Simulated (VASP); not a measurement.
Wanted: the native input for a VASP 6.6.1 run.

```
Task                   : single point
Functional             : PBE
Potentials or basis    : VASP PAW PBE potentials, release 64 (Mg, H)
Cutoff                 : 520 eV
k mesh                 : 6 × 6 × 6
Occupations            : gaussian, width 0.1 eV
Spin                   : no spin polarisation
Dipole correction      : no
Further INCAR settings : ALGO = Normal; EDIFF = 1e-07; NBANDS = 9
```

The structure of MgH2 lies in POSCAR:

```
MgH2
1.0
    3.2723237021      0.0000000000      0.0000000000
    0.0000000000      3.2723237021      0.0000000000
    0.0000000000      0.0000000000      2.6777852008
Mg H
1 2
Direct
    0.0000000000      0.0000000000      0.0000000000
    0.5000000000      0.0000000000      0.5000000000
    0.0000000000      0.5000000000      0.5000000000
```

This cell differs from its parent crystal: atoms taken out.

The input as run:

INCAR

```
SYSTEM = MgH2
ALGO     = Normal         ! electronic algorithm
EDIFF    = 1E-7           ! SCF threshold, eV
ENCUT    = 520            ! plane-wave cutoff, eV
GGA      = PE             ! functional
ISIF     = 2              ! what is computed and relaxed
ISMEAR   = 0              ! smearing method
LASPH    = .True.         ! aspherical terms in the spheres
LCHARG   = .False.        ! write CHGCAR
LREAL    = .False.        ! projectors in reciprocal space
LWAVE    = .False.        ! write WAVECAR
NBANDS   = 9              ! bands
NELM     = 80             ! most SCF steps
PREC     = Accurate       ! precision mode
SIGMA    = 0.1            ! smearing width, eV
```

KPOINTS

```
k-points
0
Gamma
  6 6 6
  0 0 0
```

Potentials or basis: VASP PAW PBE potentials, release 64 (Mg, H).

The run is started by

```bash
$ cat potpaw_PBE.64/Mg/POTCAR potpaw_PBE.64/H/POTCAR > POTCAR
$ mpirun -np 1 vasp_std > vasp.out
```

Results of the run:

```
Pressure               : -0.3 GPa
Band gap on the k mesh : zero (bands 2 and 3 overlap by 1.15 eV)
```

Caveat: the k points lie up to 0.39 Å⁻¹ apart, too coarse for converged energies and pressures of a metal; the cell differs from its parent crystal (atoms taken out).

It took 5.1 s on 1 thread of Intel(R) Xeon(R) Platinum 8488C (Sapphire Rapids) (shared host), peak memory 0.13 GiB.
